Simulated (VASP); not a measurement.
Input of a VASP 6.6.1 run:

Contents of INCAR:

```
  PREC = Accurate
  ENCUT = 600
  EDIFF = 1E-7
  ISMEAR = -1
  SIGMA = 0.08
  LREAL = F
  LASPH = T
  NELM = 80
  ALGO = Normal
  ISIF = 3
  LWAVE = F
  LCHARG = F
  GGA = PS
  IBRION = 2
  NSW = 100
  EDIFFG = -0.002
  PSTRESS = 20.0
```

KPOINTS

```
regular mesh
0
Gamma
  16 16 16
```

File POSCAR:

```
AlRu
1.0
    2.9768317452      0.0000000000      0.0000000000
    0.0000000000      2.9768317452      0.0000000000
    0.0000000000      0.0000000000      2.9768317452
Al Ru
1 1
Direct
    0.0000000000      0.0000000000      0.0000000000
    0.5000000000      0.5000000000      0.5000000000
```

Potentials or basis: VASP PAW PBE potentials, release 64 (Al, Ru_pv).

The run is started by

```bash
$ cat potpaw_PBE.64/Al/POTCAR potpaw_PBE.64/Ru_pv/POTCAR > POTCAR
$ mpirun -np 1 vasp_std > vasp.out
```

Estimate the relaxed cell.

a = 2.968 Å, b = 2.968 Å, c = 2.968 Å, α = 90.00°, β = 90.00°, γ = 90.00°.

What does it give for the relaxed volume?

13.07 Å³/atom.

What does it give for the band gap on the k mesh?

Zero (an odd number of electrons rules out a gap without spin polarisation).

Final structure:
```cif
data_structure
_symmetry_space_group_name_H-M 'P 1'
_symmetry_Int_Tables_number 1
_cell_length_a 2.9682
_cell_length_b 2.9682
_cell_length_c 2.9682
_cell_angle_alpha 90.000
_cell_angle_beta 90.000
_cell_angle_gamma 90.000
_cell_volume 26.15
loop_
_atom_site_label
_atom_site_type_symbol
_atom_site_fract_x
_atom_site_fract_y
_atom_site_fract_z
_atom_site_occupancy
Al1 Al 0.00000 0.00000 0.00000 1
Ru1 Ru 0.50000 0.50000 0.50000 1
```

Caveat: the cell is relaxed towards a set pressure, so the run minimises the enthalpy, not the energy; the PAW data sets were made with another functional, which shifts forces and pressure a little.
